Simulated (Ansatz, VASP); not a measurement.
# HfO2: VASP beside Ansatz

File INCAR:

```
PREC = Accurate
ENCUT = 520
EDIFF = 1E-6
ISMEAR = 0
SIGMA = 0.01
LREAL = False
LASPH = True
NELM = 100
ALGO = Normal
ISIF = 2
LWAVE = False
LCHARG = False
GGA = PS
NBANDS = 31
```

KPOINTS

```
regular mesh
0
Gamma
  4 4 4
```

POSCAR

```
HfO2
1.0
    3.5766926572      0.0000000000      0.0000000000
    0.0000000000      3.5766926572      0.0000000000
    0.0000000000      0.0000000000      5.2022243025
Hf O
2 4
Direct
    0.5000000000      0.5000000000      0.5000000000
    0.0000000000      0.0000000000      0.0000000000
    0.0000000000      0.5000000000      0.6962101214
    0.5000000000      0.0000000000      0.8037898786
    0.5000000000      0.0000000000      0.3037898786
    0.0000000000      0.5000000000      0.1962101214
```

Input for Ansatz:

```yaml
crystal:
  lattice:
    - [3.5766926572, 0.0, 0.0]
    - [0.0, 3.5766926572, 0.0]
    - [0.0, 0.0, 5.2022243025]
  atoms:
    - { symbol: Hf, position: [0.5, 0.5, 0.5] }
    - { symbol: Hf, position: [0.0, 0.0, 0.0] }
    - { symbol: O, position: [0.0, 0.5, 0.6962101214] }
    - { symbol: O, position: [0.5, 0.0, 0.8037898786] }
    - { symbol: O, position: [0.5, 0.0, 0.3037898786] }
    - { symbol: O, position: [0.0, 0.5, 0.1962101214] }
kpoints:
  mp_grid: { grid: [4, 4, 4] }
hamiltonian:
  xc: pbesol
scf:
  occupations: { method: fixed }
  n_extra_bands: 5
output:
  forces: true
  stress: true
  eigenvalues: true
```

Alike in both runs: task single point; functional PBEsol; k mesh 4 × 4 × 4; no spin polarisation.

|  | VASP | Ansatz |
| --- | --- | --- |
| version | VASP 6.6.1 | Ansatz 0.2.0 |
| potentials or method | VASP PAW PBE potentials, release 64 (Hf_pv, O) | plane waves |
| plane-wave cutoff (eV) | 520 | 420 |
| occupations | gaussian, width 0.01 eV | fixed |
| valence electrons in the cell | 44 | 76 |

|  | VASP | Ansatz | Ansatz less VASP |
| --- | --- | --- | --- |
| gap on the k mesh at the Fermi level (eV) | 4.59 | 4.60 | +0.014 |
| pressure (GPa) | -5.1 | -2.0 | +3.13 |
| traceless stress, the component that is largest in VASP (GPa) | -0.04 | -0.09 | -0.053 |
| rms of the force components (eV/Å) | 0.002 | 0.014 | +0.0118 |

VASP's potentials were made for PBE, not for PBEsol. Atom by atom the forces differ by 0.015 eV/Å (rms over components). VASP's potentials hold 44 valence electrons a cell and Ansatz's 76, so a difference there can come from the potentials and not from the codes.

The k mesh is coarse, so the values compare programs but aren't converged. Neither program's run includes spin-orbit coupling.
